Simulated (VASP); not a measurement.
# PdRh2 (Fm-3m) in VASP: further runs

The runs below take PdRh2 through single point, relaxation of cell and atoms, with PBE.

Program: VASP 6.6.1. These are calculated values, not measurements. Logs are shortened: lines on timing, memory, paths and dates and some standing lists are left out, and cuts for length are marked.

## (1) The cell of the first run

The structure is cubic, space group Fm-3m (No. 225). Conventional cell: a = 5.387 Å, b = 5.387 Å, c = 5.387 Å, α = 90.00°, β = 90.00°, γ = 90.00°. Pd (site symmetry m-3m) has 8 Rh at 2.33 Å within 3.1 Å. Within 3.1 Å of Rh (site symmetry -43m) lie 4 Pd at 2.33 Å and 6 Rh at 2.69 Å.

## (2) Single point, PBE

File INCAR:

```
SYSTEM = PdRh2
PREC = Accurate
ENCUT = 520
EDIFF = 1E-6
ISMEAR = 0
SIGMA = 0.1
LREAL = .FALSE.
LASPH = .TRUE.
NELM = 60
ALGO = Normal
ISIF = 2
LWAVE = .FALSE.
LCHARG = .FALSE.
GGA = PE
NBANDS = 27
```

File KPOINTS:

```
regular mesh
0
G
  6 6 6
  0 0 0
```

File POSCAR:

```
PdRh2
1.0
    0.0000000000      2.6932644158      2.6932644158
    2.6932644158      0.0000000000      2.6932644158
    2.6932644158      2.6932644158      0.0000000000
Pd Rh
1 2
Direct
    0.0000000000      0.0000000000      0.0000000000
    0.2500000000      0.2500000000      0.2500000000
    0.7500000000      0.7500000000      0.7500000000
```

Potentials or basis: VASP PAW PBE potentials, release 64 (Pd, Rh_pv).

Started as:

```sh
$ cat potpaw_PBE.64/Pd/POTCAR potpaw_PBE.64/Rh_pv/POTCAR > POTCAR
$ mpirun -np 1 vasp_std > vasp.out
```

OUTCAR:

```text
SYSTEM = PdRh2
   PREC = Accurate
   ENCUT = 520
   EDIFF = 1E-6
   ISMEAR = 0
   LREAL = .FALSE.
   LASPH = .TRUE.
   NELM = 60
   ISIF = 2
   GGA = PE

 ion  position               nearest neighbor table
   1  0.000  0.000  0.000-   3 2.33   3 2.33   3 2.33   2 2.33   3 2.33   2 2.33   2 2.33   2 2.33

   2  0.250  0.250  0.250-   1 2.33   1 2.33   1 2.33   1 2.33   3 2.69   3 2.69   3 2.69   3 2.69
                             3 2.69   3 2.69
   3  0.750  0.750  0.750-   1 2.33   1 2.33   1 2.33   1 2.33   2 2.69   2 2.69   2 2.69   2 2.69
                             2 2.69   2 2.69

  LATTYP: Found a face centered cubic cell.
 ALAT       =     5.3865288316

  Lattice vectors:

 A1 = (   0.0000000000,   2.6932644158,   2.6932644158)
 A2 = (   2.6932644158,   0.0000000000,   2.6932644158)
 A3 = (   2.6932644158,   2.6932644158,   0.0000000000)

Analysis of symmetry for initial positions (statically):
=====================================================================
 Subroutine PRICEL returns:
 Original cell was already a primitive cell.

 Routine SETGRP: Setting up the symmetry group for a
 face centered cubic supercell.

 Subroutine GETGRP returns: Found 48 space group operations
 (whereof 48 operations were pure point group operations)
 out of a pool of 48 trial point group operations.

The static configuration has the point symmetry O_h .

Analysis of symmetry for dynamics (positions and initial velocities):
=====================================================================
 Subroutine PRICEL returns:
 Original cell was already a primitive cell.

 Routine SETGRP: Setting up the symmetry group for a
 face centered cubic supercell.

 Subroutine GETGRP returns: Found 48 space group operations
 (whereof 48 operations were pure point group operations)
 out of a pool of 48 trial point group operations.

The dynamic configuration has the point symmetry O_h .

 Subroutine INISYM returns: Found 48 space group operations
 (whereof 48 operations are pure point group operations),
 and found     1 'primitive' translations

----------------------------------------------------------------------------------------

                                     Primitive cell

  volume of cell :      39.0721

  direct lattice vectors                    reciprocal lattice vectors
     0.000000000  2.693264416  2.693264416    -0.185648315  0.185648315  0.185648315
     2.693264416  0.000000000  2.693264416     0.185648315 -0.185648315  0.185648315
     2.693264416  2.693264416  0.000000000     0.185648315  0.185648315 -0.185648315

  length of vectors
     3.808851064  3.808851064  3.808851064     0.321552314  0.321552314  0.321552314

  position of ions in fractional coordinates (direct lattice)
     0.000000000  0.000000000  0.000000000
     0.250000000  0.250000000  0.250000000
     0.750000000  0.750000000  0.750000000

  ion indices of the primitive-cell ions
   primitive index   ion index
                 1           1
                 2           2
                 3           3

----------------------------------------------------------------------------------------

 KPOINTS: regular mesh

Automatic generation of k-mesh.
 Grid dimensions read from file:
 generate k-points for:    6    6    6

 Generating k-lattice:

  Cartesian coordinates                     Fractional coordinates (reciprocal lattice)
    -0.030941386  0.030941386  0.030941386     0.166666667  0.000000000  0.000000000
     0.030941386 -0.030941386  0.030941386     0.000000000  0.166666667  0.000000000
     0.030941386  0.030941386 -0.030941386     0.000000000  0.000000000  0.166666667

  Length of vectors
     0.053592052  0.053592052  0.053592052

  Shift w.r.t. Gamma in fractional coordinates (k-lattice)
     0.000000000  0.000000000  0.000000000

 Subroutine IBZKPT returns following result:
 ===========================================

 Found     16 irreducible k-points:

 Following reciprocal coordinates:
            Coordinates               Weight
  0.000000  0.000000  0.000000      1.000000
  0.166667  0.000000  0.000000      8.000000
  0.333333  0.000000  0.000000      8.000000
  0.500000  0.000000  0.000000      4.000000
  0.166667  0.166667  0.000000      6.000000
  0.333333  0.166667  0.000000     24.000000
[... 8 lines left out ...]
 -0.333333  0.333333  0.166667     24.000000
 -0.333333  0.500000  0.166667     12.000000
   k-points           NKPTS =     16   k-points in BZ     NKDIM =     16   number of bands    NBANDS=     27
   number of dos      NEDOS =    301   number of ions     NIONS =      3
   total plane-waves  NPLWV =  21952
   dimension x,y,z NGX =    28 NGY =   28 NGZ =   28
   dimension x,y,z NGXF=    56 NGYF=   56 NGZF=   56
   ions per type =               1   2
   NGX,Y,Z   is equivalent  to a cutoff of  12.22, 12.22, 12.22 a.u.
   NGXF,Y,Z  is equivalent  to a cutoff of  24.44, 24.44, 24.44 a.u.
 SYSTEM =  PdRh2
   PREC   = accura    normal or accurate (medium, high low for compatibility)
   ISTART =      0    job   : 0-new  1-cont  2-samecut
   ICHARG =      2    charge: 1-file 2-atom 10-const
   ISPIN  =      1    spin polarized calculation?
   LNONCOLLINEAR =      F non collinear calculations
   LSORBIT =      F    spin-orbit coupling
   LASPH  =      T    aspherical Exc in radial PAW
   ENCUT  =  520.0 eV  38.22 Ry    6.18 a.u.   7.08  7.08  7.08*2*pi/ulx,y,z
   NELM   =     60;   NELMIN=  2; NELMDL= -5     # of ELM steps
   EDIFF  = 0.1E-05   stopping-criterion for ELM
   LREAL  =      F    real-space projection
   EDIFFG = 0.1E-04   stopping-criterion for IOM
   NSW    =      0    number of steps for IOM
   IBRION =     -1    ionic relax: 0-MD 1-quasi-New 2-CG
   NFREE  =      0    steps in history (QN), initial steepest desc. (CG)
   ISIF   =      2    stress and relaxation
   ISYM   =      2    0-nonsym 1-usesym 2-fastsym
   POTIM  = 0.5000    time-step for ionic-motion
   TEBEG  =    0.0;   TEEND  =   0.0 temperature during run
   PSTRESS=    0.0 pullay stress
   NELECT =      40.0000    total number of electrons
   NUPDOWN=      -1.0000    fix difference up-down
   EMIN   =  10.00;   EMAX   =-10.00  energy-range for DOS
   EFERMI =   0.00;   METHOD = LEGACY
   ISMEAR =     0;   SIGMA  =   0.10  broadening in eV -4-tet -1-fermi 0-gaus
   EFERMI_NEDOS =   21; number of points for ismear=-14 and -15
   IALGO  =     38    algorithm
   IMIX   =      4    mixing-type and parameters
     AMIX     =   0.40;   BMIX     =  1.00
     AMIX_MAG =   1.60;   BMIX_MAG =  1.00
  volume/ion in A,a.u.               =      13.02        87.89
  Fermi-wavevector in a.u.,A,eV,Ry     =   1.649957  3.117966 37.039910  2.722357
  Thomas-Fermi vector in A             =   2.738988
   LORBIT       =      0    0 simple, 1 ext, 2 COOP (PROOUT), +10 PAW based schemes
   GGA     = PE    functional components
   LHFCALC =     F    Hartree Fock is set to
   AEXX    =    0.0000 exact exchange contribution
   IVDW    =     0    specifies the selected vdW correction
   LEPSILON=     F    determine dielectric tensor
   LRPA    =     F    only Hartree local field effects (RPA)
 non-spin polarized calculation
 Gauss-broadening in eV      SIGMA  =   0.10
  energy-cutoff  :      520.00
  volume of cell :       39.07
 maximum number of plane-waves:      1067
   NGX = 15   NGY = 15   NGZ = 15

 number of electron      40.0000002 magnetization

 Free energy of the ion-electron system (eV)
  ---------------------------------------------------
  ext. energy  EPLUGINS =         0.00000000
  ---------------------------------------------------
  free energy    TOTEN  =       -14.79767132 eV

  energy without entropy =      -14.77696167  energy(sigma->0) =      -14.78731649

 E-fermi :  12.9926     XC(G=0): -14.0352

 val. band max:       12.9230519818   @ k =   0.5000   0.3333   0.1667
 cond. band min:      13.0223193137   @ k =   0.5000   0.3333   0.0000
 fundamental gap:      0.0992673319
 Fermi energy:        12.9926373322

 k-point     1 :       0.0000    0.0000    0.0000
  band No.  band energies     occupation
      1     -34.0451      2.00000
      2     -34.0451      2.00000
      3     -34.0451      2.00000
      4     -33.7033      2.00000
      5     -33.7033      2.00000
      6     -33.7033      2.00000
[... 19 lines left out ...]
     26      24.5312      0.00000
     27      25.9012      0.00000

 k-point     2 :       0.1667    0.0000    0.0000
  band No.  band energies     occupation
      1     -34.0222      2.00000
      2     -34.0222      2.00000
      3     -34.0180      2.00000
      4     -33.7349      2.00000
      5     -33.7261      2.00000
      6     -33.7261      2.00000
[... 19 lines left out ...]
     26      24.2015      0.00000
     27      25.9687      0.00000

 k-point     3 :       0.3333    0.0000    0.0000
  band No.  band energies     occupation
      1     -33.9601      2.00000
      2     -33.9601      2.00000
      3     -33.9547      2.00000
      4     -33.8069      2.00000
      5     -33.7882      2.00000
      6     -33.7882      2.00000
[... 19 lines left out ...]
     26      23.8246      0.00000
     27      25.9911      0.00000

 k-point     4 :       0.5000    0.0000    0.0000
  band No.  band energies     occupation
      1     -33.8891      2.00000
      2     -33.8867      2.00000
      3     -33.8867      2.00000
      4     -33.8767      2.00000
      5     -33.8615      2.00000
      6     -33.8615      2.00000
[... 19 lines left out ...]
     26      23.8122      0.00000
     27      25.9599      0.00000

 k-point     5 :       0.1667    0.1667    0.0000
  band No.  band energies     occupation
      1     -34.0475      2.00000
      2     -34.0475      2.00000
      3     -33.9471      2.00000
      4     -33.8106      2.00000
      5     -33.6986      2.00000
      6     -33.6986      2.00000
[... 19 lines left out ...]
     26      24.3130      0.00000
     27      24.5459      0.00000

 k-point     6 :       0.3333    0.1667    0.0000
  band No.  band energies     occupation
      1     -34.0278      2.00000
      2     -34.0266      2.00000
      3     -33.9111      2.00000
      4     -33.8512      2.00000
      5     -33.7197      2.00000
      6     -33.7183      2.00000
[... 19 lines left out ...]
     26      24.2839      0.00000
     27      26.2924      0.00000

 k-point     7 :       0.5000    0.1667    0.0000
  band No.  band energies     occupation
      1     -33.9960      2.00000
      2     -33.9766      2.00000
      3     -33.9658      2.00000
      4     -33.7802      2.00000
      5     -33.7777      2.00000
      6     -33.7629      2.00000
[... 19 lines left out ...]
     26      24.2198      0.00000
     27      27.7356      0.00000

 k-point     8 :      -0.3333    0.1667    0.0000
  band No.  band energies     occupation
      1     -34.0440      2.00000
      2     -33.9039      2.00000
      3     -33.8829      2.00000
      4     -33.8653      2.00000
      5     -33.8562      2.00000
      6     -33.7066      2.00000
[... 19 lines left out ...]
     26      24.1519      0.00000
     27      27.4279      0.00000

 k-point     9 :      -0.1667    0.1667    0.0000
  band No.  band energies     occupation
      1     -34.0535      2.00000
      2     -33.9565      2.00000
      3     -33.9462      2.00000
      4     -33.8123      2.00000
      5     -33.7929      2.00000
      6     -33.6928      2.00000
[... 19 lines left out ...]
     26      24.1515      0.00000
     27      26.7048      0.00000

 k-point    10 :       0.3333    0.3333    0.0000
  band No.  band energies     occupation
      1     -34.0518      2.00000
      2     -34.0518      2.00000
      3     -34.0213      2.00000
      4     -33.7479      2.00000
      5     -33.6898      2.00000
      6     -33.6898      2.00000
[... 19 lines left out ...]
     26      24.4977      0.00000
     27      24.6867      0.00000

 k-point    11 :       0.5000    0.3333    0.0000
  band No.  band energies     occupation
      1     -34.0893      2.00000
      2     -34.0353      2.00000
      3     -34.0304      2.00000
      4     -33.7113      2.00000
      5     -33.7084      2.00000
      6     -33.6787      2.00000
[... 19 lines left out ...]
     26      24.6465      0.00000
     27      26.2988      0.00000

 k-point    12 :      -0.3333    0.3333    0.0000
  band No.  band energies     occupation
      1     -34.0938      2.00000
      2     -33.9869      2.00000
      3     -33.9681      2.00000
      4     -33.7768      2.00000
      5     -33.7660      2.00000
      6     -33.6648      2.00000
[... 19 lines left out ...]
     26      24.5307      0.00000
     27      29.1204      0.00000

 k-point    13 :       0.5000    0.5000    0.0000
  band No.  band energies     occupation
      1     -34.1249      2.00000
      2     -34.0537      2.00000
      3     -34.0537      2.00000
      4     -33.6857      2.00000
      5     -33.6857      2.00000
      6     -33.6466      2.00000
[... 19 lines left out ...]
     26      24.7576      0.00000
     27      24.7812      0.00000

 k-point    14 :       0.5000    0.3333    0.1667
  band No.  band energies     occupation
      1     -34.0660      2.00000
      2     -34.0068      2.00000
      3     -33.9595      2.00000
      4     -33.7865      2.00000
      5     -33.7556      2.00000
      6     -33.6815      2.00000
[... 19 lines left out ...]
     26      25.4896      0.00000
     27      26.7931      0.00000

 k-point    15 :      -0.3333    0.3333    0.1667
  band No.  band energies     occupation
      1     -34.0700      2.00000
      2     -34.0521      2.00000
      3     -33.8756      2.00000
      4     -33.8702      2.00000
      5     -33.6957      2.00000
      6     -33.6929      2.00000
[... 19 lines left out ...]
     26      25.6301      0.00000
     27      27.8448      0.00000

 k-point    16 :      -0.3333    0.5000    0.1667
  band No.  band energies     occupation
      1     -34.1099      2.00000
      2     -34.0688      2.00000
      3     -33.9632      2.00000
      4     -33.7792      2.00000
      5     -33.6764      2.00000
      6     -33.6560      2.00000
[... 19 lines left out ...]
     26      25.9390      0.00000
     27      26.5903      0.00000

------------------------ aborting loop because EDIFF is reached ----------------------------------------

  FORCE on cell =-STRESS in cart. coord.  units (eV):
  Direction    XX          YY          ZZ          XY          YZ          ZX
  --------------------------------------------------------------------------------------
  -------------------------------------------------------------------------------------
  Total       22.7720339     22.7720339     22.7720339      0.0000000      0.0000000      0.0000000
  in kB      933.7818519    933.7818519    933.7818519      0.0000000      0.0000000      0.0000000
  external PRESSURE =     933.7818519 kB  Pullay stress =       0.0000000 kB

 VOLUME and BASIS-vectors are now :
 -----------------------------------------------------------------------------
  energy-cutoff  :      520.00
  volume of cell :       39.07
      direct lattice vectors                 reciprocal lattice vectors
     0.000000000  2.693264416  2.693264416    -0.185648315  0.185648315  0.185648315
     2.693264416  0.000000000  2.693264416     0.185648315 -0.185648315  0.185648315
     2.693264416  2.693264416  0.000000000     0.185648315  0.185648315 -0.185648315

 POSITION                                       TOTAL-FORCE (eV/Angst)
 -----------------------------------------------------------------------------------
      0.00000      0.00000      0.00000        -0.000000      0.000000     -0.000000
      1.34663      1.34663      1.34663         0.000000     -0.000000      0.000000
      4.03990      4.03990      4.03990        -0.000000      0.000000     -0.000000
 -----------------------------------------------------------------------------------
    total drift:                                0.000000      0.000000      0.000000

  FREE ENERGIE OF THE ION-ELECTRON SYSTEM (eV)
  ---------------------------------------------------
  free  energy   TOTEN  =       -14.7976713206 eV

  energy  without entropy=      -14.7769616662  energy(sigma->0) =      -14.78731649
```

Run time: 7.5 s. Hardware: 1 thread of AMD EPYC 9R45 (Zen 5), shared host; peak memory 0.13 GiB.

Results:

```yaml
Free_energy: -14.7977 eV
Pressure: 93.4 GPa
Band_gap_on_the_k_mesh: zero (bands 20 and 21 overlap by 0.74 eV)
```

Levels at points of the mesh, in eV from the Fermi level:
| k point | band 16 | band 17 | band 18 | band 19 | band 20 | band 21 | band 22 | band 23 | band 24 | band 25 |
| --- | --- | --- | --- | --- | --- | --- | --- | --- | --- | --- |
| (0.00, 0.00, 0.00) | -1.15 | -1.15 | 0.09 | 0.09 | 0.09 | 0.71 | 0.71 | 10.28 | 11.54 | 11.54 |
| (0.50, 0.00, 0.00) | -2.63 | -2.63 | -1.17 | -0.99 | -0.99 | 0.09 | 0.09 | 1.84 | 10.66 | 10.66 |
| (0.50, 0.50, 0.00) | -2.58 | -1.33 | -0.83 | 0.56 | 0.56 | 0.59 | 0.70 | 2.87 | 2.87 | 3.35 |

Caveat: the cell stands under pressure.

(Continued in part 2 of 2.)

The gap in the log of VASP goes by the Fermi energy; the results here count the filled bands.